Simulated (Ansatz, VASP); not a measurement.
## Two plane-wave programs on SrCl2

```
Sr Cl
1.0
     0.00000    3.58373    3.29704
     3.58373    0.00000    3.29704
     3.58373    3.58373    0.00000
Sr Cl
1 2
Direct
  0.00000 0.00000 0.00000
  0.25000 0.25000 0.25000
  0.75000 0.75000 0.75000
```

Alike in both runs: task single point; functional PBE; k mesh 6 × 6 × 6; occupations gaussian, width 0.05 eV; no spin polarisation.

```csv
,VASP,Ansatz
version,VASP 6.6.1,Ansatz 0.2.0
potentials or method,"VASP PAW PBE potentials, release 64 (Sr_sv, Cl), cutoff 520 eV","scalar-relativistic, plane waves, PAW"
valence electrons in the cell,24,24
```

```tsv
	VASP	Ansatz	Ansatz less VASP
gap on the k mesh at the Fermi level (eV)	4.80	4.80	+0.003
least direct gap on the mesh (eV)	5.06	5.06	+0.001
pressure (GPa)	1.2	1.2	-0.09
traceless stress, the component that is largest in VASP (GPa)	3.03	3.05	+0.018
```
